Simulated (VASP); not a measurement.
# C in VASP: single point with PBE+D3(BJ)

Aim: the single point of C with PBE+D3(BJ).

All numbers are computed with VASP 6.6.1; they aren't measurements. Logs are shortened: lines on timing, memory, paths and dates and some standing lists are left out, and cuts for length are marked.

**1. The cell of the first run**

The cell holds a slab with vacuum, 32 atoms: a = 9.864 Å, b = 9.864 Å, c = 11.000 Å, α = 90.00°, β = 90.00°, γ = 120.00°.

**2. Single point, PBE+D3(BJ)**

File INCAR:

```
ALGO = Normal
EDIFF = 1E-7
ENCUT = 520
GGA = PE
ISIF = 2
ISMEAR = -1
IVDW = 12
LASPH = T
LCHARG = T
LELF = T
LREAL = Auto
LVHAR = T
LWAVE = F
NBANDS = 86
NELM = 60
PREC = Accurate
SIGMA = 0.02
```

File KPOINTS:

```
k-points
0
Gamma
  2 2 1
```

File POSCAR:

```
C
1.0
    9.8640000000      0.0000000000      0.0000000000
   -4.9320000000      8.5424750000      0.0000000000
    0.0000000000      0.0000000000     11.0000000000
C
32
Direct
    0.0324235621      0.0324261997      0.0917363636
    0.1967311910      0.1250925522      0.0990545455
    0.0293255890      0.2936268470      0.0890272727
    0.1980440401      0.3748796455      0.1034363636
    0.0339473324      0.5424891498      0.1074636364
    0.1977289460      0.6235195303      0.1066181818
    0.0255692720      0.7788960459      0.0949909091
    0.1989977834      0.8650069213      0.0884636364
    0.2785323070      0.0369916213      0.0927818182
    0.4457772173      0.1223532992      0.0936454545
    0.2773057572      0.2860997545      0.1033636364
    0.4506921870      0.3775603675      0.0905636364
    0.2755824214      0.5340723853      0.0971090909
    0.4466024557      0.6182049113      0.0795454545
    0.2871995620      0.7889165611      0.0913181818
    0.4490101732      0.8710941501      0.0841090909
    0.5307565612      0.0363711922      0.0798272727
    0.6950182943      0.1166992002      0.0698363636
    0.5299835375      0.2908875941      0.0802636364
    0.6894765746      0.3701737494      0.0881181818
    0.5311640535      0.5360507347      0.0814000000
    0.6960997501      0.6263641392      0.0848363636
    0.5331521410      0.7887292617      0.0726727273
    0.6962693820      0.8667277341      0.0805818182
    0.7755321254      0.0292069921      0.0774545455
    0.9501871106      0.1231844401      0.0792818182
    0.7785155563      0.2878908045      0.0710454545
    0.9418593432      0.3722223360      0.0890818182
    0.7740763658      0.5377715475      0.0990000000
    0.9483137077      0.6158285509      0.1096272727
    0.7815929571      0.7911056222      0.0970090909
    0.9398956525      0.8653346952      0.0936454545
```

Potentials or basis: VASP PAW PBE potentials, release 64 (C).

Launch:

```sh
> cat potpaw_PBE.64/C/POTCAR > POTCAR
> mpirun -np 1 vasp_std > vasp.out
```

OUTCAR:

```text
EDIFF = 1E-7
   ENCUT = 520
   GGA = PE
   ISIF = 2
   ISMEAR = -1
   IVDW = 12
   LASPH = T
   LREAL = Auto
   NELM = 60
   PREC = Accurate
 IVDW          = 12

 ion  position               nearest neighbor table
   1  0.032  0.032  0.092-   2 1.41  32 1.43  26 1.48
   2  0.197  0.125  0.099-  11 1.38   1 1.41   9 1.45
   3  0.029  0.294  0.089-  28 1.42   4 1.45  26 1.46
   4  0.198  0.375  0.103-  13 1.36  11 1.44   3 1.45
   5  0.034  0.542  0.107-  30 1.36   6 1.40  28 1.47
   6  0.198  0.624  0.107-   5 1.40  15 1.42  13 1.43
[... 24 lines left out ...]
  31  0.782  0.791  0.097-  32 1.35  24 1.39  22 1.41
  32  0.940  0.865  0.094-  31 1.35   1 1.43   7 1.47

  LATTYP: Found a hexagonal cell.
 ALAT       =     9.8640000000
 C/A-ratio  =     1.1151662612

  Lattice vectors:

 A1 = (   9.8640000000,   0.0000000000,   0.0000000000)
 A2 = (  -4.9320000000,   8.5424750000,   0.0000000000)
 A3 = (   0.0000000000,   0.0000000000,  11.0000000000)

Analysis of symmetry for initial positions (statically):
=====================================================================
 Subroutine PRICEL returns:
 Original cell was already a primitive cell.

 Routine SETGRP: Setting up the symmetry group for a
 hexagonal supercell.

 Subroutine GETGRP returns: Found  1 space group operations
 (whereof  1 operations were pure point group operations)
 out of a pool of 24 trial point group operations.

The static configuration has the point symmetry C_1 .

Analysis of symmetry for dynamics (positions and initial velocities):
=====================================================================
 Subroutine PRICEL returns:
 Original cell was already a primitive cell.

 Routine SETGRP: Setting up the symmetry group for a
 hexagonal supercell.

 Subroutine GETGRP returns: Found  1 space group operations
 (whereof  1 operations were pure point group operations)
 out of a pool of 24 trial point group operations.

The dynamic configuration has the point symmetry C_1 .

 Subroutine INISYM returns: Found  1 space group operations
 (whereof  1 operations are pure point group operations),
 and found     1 'primitive' translations

----------------------------------------------------------------------------------------

                                     Primitive cell

  volume of cell :     926.8927

  direct lattice vectors                    reciprocal lattice vectors
     9.864000000  0.000000000  0.000000000     0.101378751  0.058531046  0.000000000
    -4.932000000  8.542475000  0.000000000     0.000000000  0.117062093  0.000000000
     0.000000000  0.000000000 11.000000000     0.000000000  0.000000000  0.090909091

  length of vectors
     9.864000000  9.864000361 11.000000000     0.117062097  0.117062093  0.090909091

  position of ions in fractional coordinates (direct lattice)
     0.032423562  0.032426200  0.091736364
     0.196731191  0.125092552  0.099054546
     0.029325589  0.293626847  0.089027273
     0.198044040  0.374879646  0.103436364
     0.033947332  0.542489150  0.107463636
     0.197728946  0.623519530  0.106618182
[... 24 lines left out ...]
     0.781592957  0.791105622  0.097009091
     0.939895652  0.865334695  0.093645454

  ion indices of the primitive-cell ions
   primitive index   ion index
                 1           1
                 2           2
                 3           3
                 4           4
                 5           5
                 6           6
[... 24 lines left out ...]
                31          31
                32          32

----------------------------------------------------------------------------------------

 KPOINTS: k-points

Automatic generation of k-mesh.
 Grid dimensions read from file:
 generate k-points for:    2    2    1

 Generating k-lattice:

  Cartesian coordinates                     Fractional coordinates (reciprocal lattice)
     0.050689376  0.029265523  0.000000000     0.500000000 -0.000000000  0.000000000
     0.000000000  0.058531046  0.000000000     0.000000000  0.500000000  0.000000000
     0.000000000  0.000000000  0.090909091     0.000000000  0.000000000  1.000000000

  Length of vectors
     0.058531048  0.058531046  0.090909091

  Shift w.r.t. Gamma in fractional coordinates (k-lattice)
     0.000000000  0.000000000  0.000000000

 Subroutine IBZKPT returns following result:
 ===========================================

 Found      4 irreducible k-points:

 Following reciprocal coordinates:
            Coordinates               Weight
  0.000000  0.000000  0.000000      1.000000
  0.500000 -0.000000  0.000000      1.000000
  0.000000  0.500000  0.000000      1.000000
  0.500000  0.500000  0.000000      1.000000
   k-points           NKPTS =      4   k-points in BZ     NKDIM =      4   number of bands    NBANDS=     86
   number of dos      NEDOS =    301   number of ions     NIONS =     32
   total plane-waves  NPLWV = 537600
   dimension x,y,z NGX =    80 NGY =   80 NGZ =   84
   dimension x,y,z NGXF=   160 NGYF=  160 NGZF=  168
   ions per type =              32
   NGX,Y,Z   is equivalent  to a cutoff of  13.48, 13.48, 12.70 a.u.
   NGXF,Y,Z  is equivalent  to a cutoff of  26.97, 26.97, 25.39 a.u.
 SYSTEM =  unknown system
   PREC   = accura    normal or accurate (medium, high low for compatibility)
   ISTART =      0    job   : 0-new  1-cont  2-samecut
   ICHARG =      2    charge: 1-file 2-atom 10-const
   ISPIN  =      1    spin polarized calculation?
   LNONCOLLINEAR =      F non collinear calculations
   LSORBIT =      F    spin-orbit coupling
   LASPH  =      T    aspherical Exc in radial PAW
   ENCUT  =  520.0 eV  38.22 Ry    6.18 a.u.  18.34 18.34 20.45*2*pi/ulx,y,z
   NELM   =     60;   NELMIN=  2; NELMDL= -5     # of ELM steps
   EDIFF  = 0.1E-06   stopping-criterion for ELM
   LREAL  =      T    real-space projection
   EDIFFG = 0.1E-05   stopping-criterion for IOM
   NSW    =      0    number of steps for IOM
   IBRION =     -1    ionic relax: 0-MD 1-quasi-New 2-CG
   NFREE  =      0    steps in history (QN), initial steepest desc. (CG)
   ISIF   =      2    stress and relaxation
   ISYM   =      2    0-nonsym 1-usesym 2-fastsym
   POTIM  = 0.5000    time-step for ionic-motion
   TEBEG  =    0.0;   TEEND  =   0.0 temperature during run
   PSTRESS=    0.0 pullay stress
   NELECT =     128.0000    total number of electrons
   NUPDOWN=      -1.0000    fix difference up-down
   EMIN   =  10.00;   EMAX   =-10.00  energy-range for DOS
   EFERMI =   0.00;   METHOD = LEGACY
   ISMEAR =    -1;   SIGMA  =   0.02  broadening in eV -4-tet -1-fermi 0-gaus
   EFERMI_NEDOS =   21; number of points for ismear=-14 and -15
   IALGO  =     38    algorithm
   IMIX   =      4    mixing-type and parameters
     AMIX     =   0.40;   BMIX     =  1.00
     AMIX_MAG =   1.60;   BMIX_MAG =  1.00
  volume/ion in A,a.u.               =      28.97       195.47
  Fermi-wavevector in a.u.,A,eV,Ry     =   0.846191  1.599069  9.742302  0.716039
  Thomas-Fermi vector in A             =   1.961499
   LORBIT       =      0    0 simple, 1 ext, 2 COOP (PROOUT), +10 PAW based schemes
   GGA     = PE    functional components
   LHFCALC =     F    Hartree Fock is set to
   AEXX    =    0.0000 exact exchange contribution
   IVDW    =    12    specifies the selected vdW correction
   LEPSILON=     F    determine dielectric tensor
   LRPA    =     F    only Hartree local field effects (RPA)
 non-spin polarized calculation
  energy-cutoff  :      520.00
  volume of cell :      926.89
 maximum number of plane-waves:     24941
 NGX is ok and might be reduce to    80
   NGX = 37   NGY = 37   NGZ = 41

 number of electron     128.0000000 magnetization

 Free energy of the ion-electron system (eV)
  ---------------------------------------------------
  ext. energy  EPLUGINS =         0.00000000
  ---------------------------------------------------
  free energy    TOTEN  =      -292.71940535 eV

  energy without entropy =     -292.71940535  energy(sigma->0) =     -292.71940535

 E-fermi :  -1.8789     XC(G=0):  -3.9074

 val. band max:       -2.4153089074   @ k =   0.5000  -0.0000   0.0000
 cond. band min:      -0.7771320895   @ k =   0.5000  -0.0000   0.0000
 fundamental gap:      1.6381768179
 Fermi energy:        -1.8789477052

 k-point     1 :       0.0000    0.0000    0.0000
  band No.  band energies     occupation
      1     -21.0488      2.00000
      2     -19.8437      2.00000
      3     -19.7375      2.00000
      4     -19.5756      2.00000
      5     -19.4782      2.00000
      6     -19.4443      2.00000
[... 68 lines left out ...]
     75       2.9727      0.00000
     76       3.6370      0.00000

 k-point     2 :       0.5000   -0.0000    0.0000
  band No.  band energies     occupation
      1     -20.7547      2.00000
      2     -20.6178      2.00000
      3     -19.9979      2.00000
      4     -19.8656      2.00000
      5     -18.7022      2.00000
      6     -18.5015      2.00000
[... 68 lines left out ...]
     75       3.0913      0.00000
     76       3.1771      0.00000

 k-point     3 :       0.0000    0.5000    0.0000
  band No.  band energies     occupation
      1     -20.7818      2.00000
      2     -20.5699      2.00000
      3     -20.0348      2.00000
      4     -19.8589      2.00000
      5     -18.7300      2.00000
      6     -18.5021      2.00000
[... 68 lines left out ...]
     75       3.1279      0.00000
     76       3.1685      0.00000

 k-point     4 :       0.5000    0.5000    0.0000
  band No.  band energies     occupation
      1     -20.7390      2.00000
      2     -20.6356      2.00000
      3     -20.0363      2.00000
      4     -19.8131      2.00000
      5     -18.6887      2.00000
      6     -18.5612      2.00000
[... 68 lines left out ...]
     75       3.0914      0.00000
     76       3.1623      0.00000
 [bands above 76 left out]

------------------------ aborting loop because EDIFF is reached ----------------------------------------

 Edisp (eV)   -2.84606

 E8    (eV) :    -0.8851

  FORCE on cell =-STRESS in cart. coord.  units (eV):
  Direction    XX          YY          ZZ          XY          YZ          ZX
  --------------------------------------------------------------------------------------
  -------------------------------------------------------------------------------------
  Total       0.29499     1.61092    -1.96916     0.78092    -0.84340     0.60295
  in kB       0.50991     2.78455    -3.40379     1.34986    -1.45785     1.04223
  external pressure =       -0.04 kB  Pullay stress =        0.00 kB

 VOLUME and BASIS-vectors are now :
 -----------------------------------------------------------------------------
  energy-cutoff  :      520.00
  volume of cell :      926.89
      direct lattice vectors                 reciprocal lattice vectors
     9.864000000  0.000000000  0.000000000     0.101378751  0.058531046  0.000000000
    -4.932000000  8.542475000  0.000000000     0.000000000  0.117062093  0.000000000
     0.000000000  0.000000000 11.000000000     0.000000000  0.000000000  0.090909091

 POSITION                                       TOTAL-FORCE (eV/Angst)
 -----------------------------------------------------------------------------------
      0.15990      0.27700      1.00910        -3.018526      1.990591     -0.331557
      1.32360      1.06860      1.08960         1.542821     -3.102586     -0.315517
     -1.15890      2.50830      0.97930         0.907798     -2.129174      0.231138
      0.10460      3.20240      1.13780        -0.913872     -2.809806     -0.492837
     -2.34070      4.63420      1.18210         0.037463     -2.983082     -0.247281
     -1.12480      5.32640      1.17280         1.444211     -0.569458     -1.026784
[... 24 lines left out ...]
      3.80790      6.75800      1.06710        -1.315885     -2.340140     -1.436948
      5.00330      7.39210      1.03010         4.338270      1.542421      0.303645
 -----------------------------------------------------------------------------------
    total drift:                               -0.045634      0.022726      0.001548

  FREE ENERGIE OF THE ION-ELECTRON SYSTEM (eV)
  ---------------------------------------------------
  free  energy   TOTEN  =      -295.5654686498 eV

  energy  without entropy=     -295.5654686498  energy(sigma->0) =     -295.56546865
```

Run time: 12 min. Hardware: 1 thread of AMD EPYC 9R45 (Zen 5), shared host; peak memory 0.98 GiB.

What came out:

```yaml
Free_energy: -295.5655 eV
Largest_force: 4.614 eV/Å
Band_gap_on_the_k_mesh: 1.64 eV, direct
Dispersion_energy_per_atom: -0.089 eV
```

Forces in eV/Å, atoms in the order of the input:
```
C   -3.019  1.991 -0.332
C    1.543 -3.103 -0.316
C    0.908 -2.129  0.231
C   -0.914 -2.810 -0.493
C    0.037 -2.983 -0.247
C    1.444 -0.569 -1.027
C    0.791  1.929  0.541
C   -2.690  1.850  0.598
C    0.785 -0.202  0.181
C    0.531 -0.636 -1.605
C    0.739  3.147 -0.668
C   -1.110 -4.082  0.010
C    1.775  3.348 -0.098
C   -1.385  0.774  0.471
C   -1.892 -1.175  0.543
C    1.282  0.369 -0.715
C   -1.361  0.791  0.425
C    0.380  1.087  0.235
C   -1.555 -1.668  1.613
C    3.044  1.049 -1.075
C   -1.561  2.654 -0.075
C    1.972 -1.692  1.260
C   -0.970 -2.307  1.042
C   -0.627  1.229  0.113
C    1.188  3.706 -0.632
C   -0.675 -1.506  0.988
C   -0.986 -0.310  1.491
C    1.542  0.781  0.047
C    1.880 -0.050 -0.387
C   -4.118  1.315 -0.991
C   -1.316 -2.340 -1.437
C    4.338  1.542  0.304
```
